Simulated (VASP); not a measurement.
# Sr (P1) in VASP: further runs

Sr is run at these levels: PBE; tasks: single point.

Everything below comes from runs of VASP 6.6.1. Logs are shortened: lines on timing, memory, paths and dates and some standing lists are left out, and cuts for length are marked.

## (1) The cell of the first run

The typed cell holds 7 atoms: a = 8.713 Å, b = 8.713 Å, c = 8.713 Å, α = 60.00°, β = 60.00°, γ = 60.00°.

## (2) Single point, PBE

INCAR reads:

```
SYSTEM = Sr
  PREC = Accurate
  ENCUT = 520
  EDIFF = 1E-6
  ISMEAR = 0
  SIGMA = 0.1
  LREAL = .FALSE.
  LASPH = .TRUE.
  NELM = 60
  ALGO = Normal
  ISIF = 2
  LWAVE = .FALSE.
  LCHARG = .FALSE.
  GGA = PE
  NBANDS = 44
```

KPOINTS reads:

```
Automatic mesh
0
G
  2 2 2
  0 0 0
```

POSCAR reads:

```
Sr
1.0
    0.0000000000      6.1611081000      6.1611081000
    6.1611081000      0.0000000000      6.1611081000
    6.1611081000      6.1611081000      0.0000000000
Sr
7
Direct
   -0.0288963441      0.0168889262      0.0345131909
    0.0204524086      0.4994183595      0.0012448248
   -0.0297066692      0.5366485941      0.5168489090
    0.5230779022     -0.0163771676     -0.0355855629
    0.3862768615      0.0011230934      0.4995613533
    0.4856549263      0.5004233735      0.0002235799
    0.5219040874      0.4657210121      0.4839422473
```

Potentials or basis: VASP PAW PBE potentials, release 64 (Sr_sv).

Run with:

```console
$ cat potpaw_PBE.64/Sr_sv/POTCAR > POTCAR
$ mpirun -np 1 vasp_std > vasp.out
```

OUTCAR:

```text
SYSTEM = Sr
   PREC = Accurate
   ENCUT = 520
   EDIFF = 1E-6
   ISMEAR = 0
   LREAL = .FALSE.
   LASPH = .TRUE.
   NELM = 60
   ISIF = 2
   GGA = PE

 ion  position               nearest neighbor table
   1  0.971  0.017  0.035-   3 4.19   6 4.23   5 4.26   2 4.29   4 4.40   4 4.41   2 4.45   6 4.50
                             3 4.52   5 4.68
   2  0.020  0.499  0.001-   6 4.05   1 4.29   7 4.29   4 4.29   3 4.29   3 4.45   4 4.45   7 4.45
                             1 4.45   6 4.66
   3  0.970  0.537  0.517-   1 4.19   6 4.23   5 4.26   2 4.29   7 4.40   7 4.41   2 4.45   6 4.51
                             1 4.52   5 4.68
   4  0.523  0.984  0.964-   7 4.19   6 4.23   5 4.26   2 4.29   1 4.40   1 4.41   2 4.45   6 4.51
                             7 4.52   5 4.68
   5  0.386  0.001  0.500-   1 4.26   7 4.26   4 4.26   3 4.26   6 4.44   6 4.45   3 4.68   7 4.68
                             4 4.68   1 4.68
   6  0.486  0.500  0.000-   2 4.05   4 4.23   3 4.23   1 4.23   7 4.23   5 4.44   5 4.45   1 4.50
                             7 4.50   4 4.51   3 4.51   2 4.66
   7  0.522  0.466  0.484-   4 4.19   6 4.23   5 4.26   2 4.29   3 4.40   3 4.41   2 4.45   6 4.50
                             4 4.52   5 4.68

  LATTYP: Found a face centered cubic cell.
 ALAT       =    12.3222162000

  Lattice vectors:

 A1 = (   0.0000000000,   6.1611081000,   6.1611081000)
 A2 = (   6.1611081000,   0.0000000000,   6.1611081000)
 A3 = (   6.1611081000,   6.1611081000,   0.0000000000)

Analysis of symmetry for initial positions (statically):
=====================================================================
 Subroutine PRICEL returns:
 Original cell was already a primitive cell.

 Routine SETGRP: Setting up the symmetry group for a
 face centered cubic supercell.

 Subroutine GETGRP returns: Found  1 space group operations
 (whereof  1 operations were pure point group operations)
 out of a pool of 48 trial point group operations.

The static configuration has the point symmetry C_1 .

Analysis of symmetry for dynamics (positions and initial velocities):
=====================================================================
 Subroutine PRICEL returns:
 Original cell was already a primitive cell.

 Routine SETGRP: Setting up the symmetry group for a
 face centered cubic supercell.

 Subroutine GETGRP returns: Found  1 space group operations
 (whereof  1 operations were pure point group operations)
 out of a pool of 48 trial point group operations.

The dynamic configuration has the point symmetry C_1 .

 Subroutine INISYM returns: Found  1 space group operations
 (whereof  1 operations are pure point group operations),
 and found     1 'primitive' translations

----------------------------------------------------------------------------------------

                                     Primitive cell

  volume of cell :     467.7421

  direct lattice vectors                    reciprocal lattice vectors
     0.000000000  6.161108100  6.161108100    -0.081154233  0.081154233  0.081154233
     6.161108100  0.000000000  6.161108100     0.081154233 -0.081154233  0.081154233
     6.161108100  6.161108100  0.000000000     0.081154233  0.081154233 -0.081154233

  length of vectors
     8.713122634  8.713122634  8.713122634     0.140563254  0.140563254  0.140563254

  position of ions in fractional coordinates (direct lattice)
     0.971103656  0.016888926  0.034513191
     0.020452409  0.499418359  0.001244825
     0.970293331  0.536648594  0.516848909
     0.523077902  0.983622832  0.964414437
     0.386276862  0.001123093  0.499561353
     0.485654926  0.500423373  0.000223580
     0.521904087  0.465721012  0.483942247

  ion indices of the primitive-cell ions
   primitive index   ion index
                 1           1
                 2           2
                 3           3
                 4           4
                 5           5
                 6           6
                 7           7

----------------------------------------------------------------------------------------

 KPOINTS: Automatic mesh

Automatic generation of k-mesh.
 Grid dimensions read from file:
 generate k-points for:    2    2    2

 Generating k-lattice:

  Cartesian coordinates                     Fractional coordinates (reciprocal lattice)
    -0.040577116  0.040577116  0.040577116     0.500000000  0.000000000  0.000000000
     0.040577116 -0.040577116  0.040577116     0.000000000  0.500000000  0.000000000
     0.040577116  0.040577116 -0.040577116     0.000000000  0.000000000  0.500000000

  Length of vectors
     0.070281627  0.070281627  0.070281627

  Shift w.r.t. Gamma in fractional coordinates (k-lattice)
     0.000000000  0.000000000  0.000000000

 Subroutine IBZKPT returns following result:
 ===========================================

 Found      8 irreducible k-points:

 Following reciprocal coordinates:
            Coordinates               Weight
  0.000000  0.000000  0.000000      1.000000
  0.500000  0.000000  0.000000      1.000000
  0.000000  0.500000  0.000000      1.000000
  0.000000  0.000000  0.500000      1.000000
  0.500000  0.500000  0.500000      1.000000
  0.500000  0.500000  0.000000      1.000000
  0.000000  0.500000  0.500000      1.000000
  0.500000  0.000000  0.500000      1.000000
   k-points           NKPTS =      8   k-points in BZ     NKDIM =      8   number of bands    NBANDS=     44
   number of dos      NEDOS =    301   number of ions     NIONS =      7
   total plane-waves  NPLWV = 343000
   dimension x,y,z NGX =    70 NGY =   70 NGZ =   70
   dimension x,y,z NGXF=   140 NGYF=  140 NGZF=  140
   ions per type =               7
   NGX,Y,Z   is equivalent  to a cutoff of  13.36, 13.36, 13.36 a.u.
   NGXF,Y,Z  is equivalent  to a cutoff of  26.71, 26.71, 26.71 a.u.
 SYSTEM =  Sr
   PREC   = accura    normal or accurate (medium, high low for compatibility)
   ISTART =      0    job   : 0-new  1-cont  2-samecut
   ICHARG =      2    charge: 1-file 2-atom 10-const
   ISPIN  =      1    spin polarized calculation?
   LNONCOLLINEAR =      F non collinear calculations
   LSORBIT =      F    spin-orbit coupling
   LASPH  =      T    aspherical Exc in radial PAW
   ENCUT  =  520.0 eV  38.22 Ry    6.18 a.u.  16.20 16.20 16.20*2*pi/ulx,y,z
   NELM   =     60;   NELMIN=  2; NELMDL= -5     # of ELM steps
   EDIFF  = 0.1E-05   stopping-criterion for ELM
   LREAL  =      F    real-space projection
   EDIFFG = 0.1E-04   stopping-criterion for IOM
   NSW    =      0    number of steps for IOM
   IBRION =     -1    ionic relax: 0-MD 1-quasi-New 2-CG
   NFREE  =      0    steps in history (QN), initial steepest desc. (CG)
   ISIF   =      2    stress and relaxation
   ISYM   =      2    0-nonsym 1-usesym 2-fastsym
   POTIM  = 0.5000    time-step for ionic-motion
   TEBEG  =    0.0;   TEEND  =   0.0 temperature during run
   PSTRESS=    0.0 pullay stress
   NELECT =      70.0000    total number of electrons
   NUPDOWN=      -1.0000    fix difference up-down
   EMIN   =  10.00;   EMAX   =-10.00  energy-range for DOS
   EFERMI =   0.00;   METHOD = LEGACY
   ISMEAR =     0;   SIGMA  =   0.10  broadening in eV -4-tet -1-fermi 0-gaus
   EFERMI_NEDOS =   21; number of points for ismear=-14 and -15
   IALGO  =     38    algorithm
   IMIX   =      4    mixing-type and parameters
     AMIX     =   0.40;   BMIX     =  1.00
     AMIX_MAG =   1.60;   BMIX_MAG =  1.00
  volume/ion in A,a.u.               =      66.82       450.93
  Fermi-wavevector in a.u.,A,eV,Ry     =   0.869171  1.642495 10.278639  0.755459
  Thomas-Fermi vector in A             =   1.987955
   LORBIT       =      0    0 simple, 1 ext, 2 COOP (PROOUT), +10 PAW based schemes
   GGA     = PE    functional components
   LHFCALC =     F    Hartree Fock is set to
   AEXX    =    0.0000 exact exchange contribution
   IVDW    =     0    specifies the selected vdW correction
   LEPSILON=     F    determine dielectric tensor
   LRPA    =     F    only Hartree local field effects (RPA)
 non-spin polarized calculation
 Gauss-broadening in eV      SIGMA  =   0.10
  energy-cutoff  :      520.00
  volume of cell :      467.74
 maximum number of plane-waves:     12662
 NGX is ok and might be reduce to    70
   NGX = 33   NGY = 33   NGZ = 33

 number of electron      70.0000000 magnetization

 Free energy of the ion-electron system (eV)
  ---------------------------------------------------
  ext. energy  EPLUGINS =         0.00000000
  ---------------------------------------------------
  free energy    TOTEN  =       -10.63746783 eV

  energy without entropy =      -10.59742998  energy(sigma->0) =      -10.61744890

 E-fermi :   0.7860     XC(G=0):  -6.7354

 val. band max:        0.7576955418   @ k =   0.0000   0.0000   0.5000
 cond. band min:       0.8363766199   @ k =   0.0000   0.0000   0.0000
 fundamental gap:      0.0786810781
 Fermi energy:         0.7859682726

 k-point     1 :       0.0000    0.0000    0.0000
  band No.  band energies     occupation
      1     -36.1410      2.00000
      2     -36.0762      2.00000
      3     -36.0732      2.00000
      4     -36.0722      2.00000
      5     -36.0694      2.00000
      6     -36.0029      2.00000
[... 36 lines left out ...]
     43       1.7973      0.00000
     44       1.8884      0.00000

 k-point     2 :       0.5000    0.0000    0.0000
  band No.  band energies     occupation
      1     -36.1410      2.00000
      2     -36.0748      2.00000
      3     -36.0746      2.00000
      4     -36.0708      2.00000
      5     -36.0708      2.00000
      6     -36.0030      2.00000
[... 36 lines left out ...]
     43       2.0671      0.00000
     44       2.0740      0.00000

 k-point     3 :       0.0000    0.5000    0.0000
  band No.  band energies     occupation
      1     -36.1410      2.00000
      2     -36.0747      2.00000
      3     -36.0743      2.00000
      4     -36.0711      2.00000
      5     -36.0709      2.00000
      6     -36.0030      2.00000
[... 36 lines left out ...]
     43       2.0586      0.00000
     44       2.1444      0.00000

 k-point     4 :       0.0000    0.0000    0.5000
  band No.  band energies     occupation
      1     -36.1410      2.00000
      2     -36.0746      2.00000
      3     -36.0744      2.00000
      4     -36.0712      2.00000
      5     -36.0708      2.00000
      6     -36.0030      2.00000
[... 36 lines left out ...]
     43       2.0565      0.00000
     44       2.1127      0.00000

 k-point     5 :       0.5000    0.5000    0.5000
  band No.  band energies     occupation
      1     -36.1410      2.00000
      2     -36.0748      2.00000
      3     -36.0746      2.00000
      4     -36.0708      2.00000
      5     -36.0708      2.00000
      6     -36.0030      2.00000
[... 36 lines left out ...]
     43       2.0662      0.00000
     44       2.0916      0.00000

 k-point     6 :       0.5000    0.5000    0.0000
  band No.  band energies     occupation
      1     -36.1410      2.00000
      2     -36.0737      2.00000
      3     -36.0737      2.00000
      4     -36.0718      2.00000
      5     -36.0717      2.00000
      6     -36.0030      2.00000
[... 36 lines left out ...]
     43       2.1092      0.00000
     44       2.1288      0.00000

 k-point     7 :       0.0000    0.5000    0.5000
  band No.  band energies     occupation
      1     -36.1409      2.00000
      2     -36.0761      2.00000
      3     -36.0732      2.00000
      4     -36.0722      2.00000
      5     -36.0694      2.00000
      6     -36.0030      2.00000
[... 36 lines left out ...]
     43       2.0345      0.00000
     44       2.0937      0.00000

 k-point     8 :       0.5000    0.0000    0.5000
  band No.  band energies     occupation
      1     -36.1410      2.00000
      2     -36.0737      2.00000
      3     -36.0737      2.00000
      4     -36.0718      2.00000
      5     -36.0717      2.00000
      6     -36.0030      2.00000
[... 36 lines left out ...]
     43       2.1106      0.00000
     44       2.1276      0.00000

------------------------ aborting loop because EDIFF is reached ----------------------------------------

  FORCE on cell =-STRESS in cart. coord.  units (eV):
  Direction    XX          YY          ZZ          XY          YZ          ZX
  --------------------------------------------------------------------------------------
  -------------------------------------------------------------------------------------
  Total       -2.3271970     -2.3333257     -2.3025829      0.0028681     -0.3550789     -0.0032189
  in kB       -7.9714484     -7.9924415     -7.8871368      0.0098243     -1.2162670     -0.0110258
  external PRESSURE =      -7.9503423 kB  Pullay stress =       0.0000000 kB

 VOLUME and BASIS-vectors are now :
 -----------------------------------------------------------------------------
  energy-cutoff  :      520.00
  volume of cell :      467.74
      direct lattice vectors                 reciprocal lattice vectors
     0.000000000  6.161108100  6.161108100    -0.081154233  0.081154233  0.081154233
     6.161108100  0.000000000  6.161108100     0.081154233 -0.081154233  0.081154233
     6.161108100  6.161108100  0.000000000     0.081154233  0.081154233 -0.081154233

 POSITION                                       TOTAL-FORCE (eV/Angst)
 -----------------------------------------------------------------------------------
      0.31669      6.19571      6.08713         0.032179     -0.007743     -0.030269
      3.08464      0.13368      3.20298        -0.000086     -0.022053     -0.020767
      6.49071      9.16244      9.28443         0.029660     -0.028223     -0.008128
     12.00207      9.16460      9.28295        -0.030436     -0.029358     -0.008244
      3.08477      5.45775      2.38681        -0.000352      0.087513      0.087538
      3.08454      2.99355      6.07534         0.000032      0.007461      0.008716
      5.85098      6.19713      6.08487        -0.030997     -0.007598     -0.028846
 -----------------------------------------------------------------------------------
    total drift:                               -0.000035     -0.000008     -0.000023

  FREE ENERGIE OF THE ION-ELECTRON SYSTEM (eV)
  ---------------------------------------------------
  free  energy   TOTEN  =       -10.6374678259 eV

  energy  without entropy=      -10.5974299825  energy(sigma->0) =      -10.61744890
```

Run time: 7.6 min. Hardware: 1 thread of Intel Xeon 8259CL, shared host; peak memory 0.7 GiB.

What came out:

```yaml
Free_energy: -10.6375 eV
Pressure: -0.8 GPa
Largest_force: 0.124 eV/Å
Band_gap_on_the_k_mesh: zero (bands 35 and 36 overlap by 0.34 eV)
```

Forces on the atoms (eV/Å):
```
Sr   0.032 -0.008 -0.030
Sr   0.000 -0.022 -0.021
Sr   0.030 -0.028 -0.008
Sr  -0.030 -0.029 -0.008
Sr   0.000  0.088  0.088
Sr   0.000  0.007  0.009
Sr  -0.031 -0.008 -0.029
```

Caveat: the k points lie up to 0.44 Å⁻¹ apart.

## (3) Single point, PBE

INCAR reads:

```
SYSTEM = Sr
ALGO     = Normal         ! electronic algorithm
EDIFF    = 1E-6           ! SCF threshold, eV
ENCUT    = 520            ! plane-wave cutoff, eV
GGA      = PE             ! functional
ISIF     = 2              ! what is computed and relaxed
ISMEAR   = 0              ! smearing method
LASPH    = .TRUE.         ! aspherical terms in the spheres
LCHARG   = .FALSE.        ! write CHGCAR
LREAL    = .FALSE.        ! projectors in reciprocal space
LWAVE    = .FALSE.        ! write WAVECAR
NBANDS   = 44             ! bands
NELM     = 80             ! most SCF steps
PREC     = Accurate       ! precision mode
SIGMA    = 0.1            ! smearing width, eV
```

KPOINTS reads:

```
k-points
0
G
  2 2 2
  0 0 0
```

POSCAR reads:

```
Sr
1.0
    0.0000000000      6.1611081000      6.1611081000
    6.1611081000      0.0000000000      6.1611081000
    6.1611081000      6.1611081000      0.0000000000
Sr
7
Direct
   -0.0199810648      0.0174052294      0.0339804945
    0.0156763197      0.5007223457     -0.0000036519
   -0.0223225267      0.5372423996      0.5163870603
    0.5312029016     -0.0162307654     -0.0352292958
    0.1150151870      0.0012910015      0.4994634001
    0.4808833820      0.4999202173      0.0007772141
    0.5300564358      0.4654326711      0.4838551688
```

Potentials or basis: VASP PAW PBE potentials, release 64 (Sr_sv).

Run with:

```console
$ cat potpaw_PBE.64/Sr_sv/POTCAR > POTCAR
$ mpirun -np 1 vasp_std > vasp.out
```

It took 7 min on 1 thread of Intel Xeon 8259CL, shared host; peak memory 0.72 GiB.

The run converged. Its results:

```yaml
Free_energy: -10.6375 eV
Pressure: -0.8 GPa
Largest_force: 0.124 eV/Å
Band_gap_on_the_k_mesh: zero (bands 35 and 36 overlap by 0.34 eV)
```

Forces on the atoms (eV/Å):
```
Sr   0.032  0.030  0.007
Sr   0.000 -0.009 -0.008
Sr   0.030  0.009  0.029
Sr  -0.030  0.008  0.029
Sr   0.000 -0.088 -0.088
Sr   0.000  0.021  0.022
Sr  -0.031  0.030  0.008
```

Stress tensor (GPa, compression positive):
```
-0.80  0.00  0.00
 0.00 -0.79 -0.12
 0.00 -0.12 -0.80
```

Levels at points of the mesh, in eV from the Fermi level:
```
           k point  band 31  band 32  band 33  band 34  band 35  band 36  band 37  band 38  band 39  band 40
(0.00, 0.00, 0.00)    -0.78    -0.77    -0.61    -0.13    -0.10     0.05     0.06     0.23     0.23     0.30
(0.50, 0.00, 0.00)    -0.70    -0.54    -0.53    -0.38    -0.38    -0.03     0.35     0.55     0.57     0.68
(0.00, 0.50, 0.00)    -0.65    -0.63    -0.50    -0.42    -0.34    -0.03     0.42     0.46     0.60     0.66
(0.00, 0.00, 0.50)    -0.65    -0.63    -0.50    -0.42    -0.34    -0.03     0.43     0.46     0.60     0.66
(0.50, 0.50, 0.50)    -0.70    -0.54    -0.53    -0.38    -0.38    -0.03     0.35     0.55     0.57     0.68
(0.50, 0.50, 0.00)    -1.18    -1.11    -1.08    -0.64     0.30     0.53     0.63     0.67     0.82     0.95
(0.00, 0.50, 0.50)    -1.24    -1.10    -1.05    -0.60     0.24     0.59     0.67     0.71     0.73     0.85
(0.50, 0.00, 0.50)    -1.18    -1.11    -1.08    -0.65     0.31     0.53     0.63     0.67     0.83     0.95
```

Caveat: the k points lie up to 0.44 Å⁻¹ apart.

The gap in the log of VASP goes by the Fermi energy; the results here count the filled bands.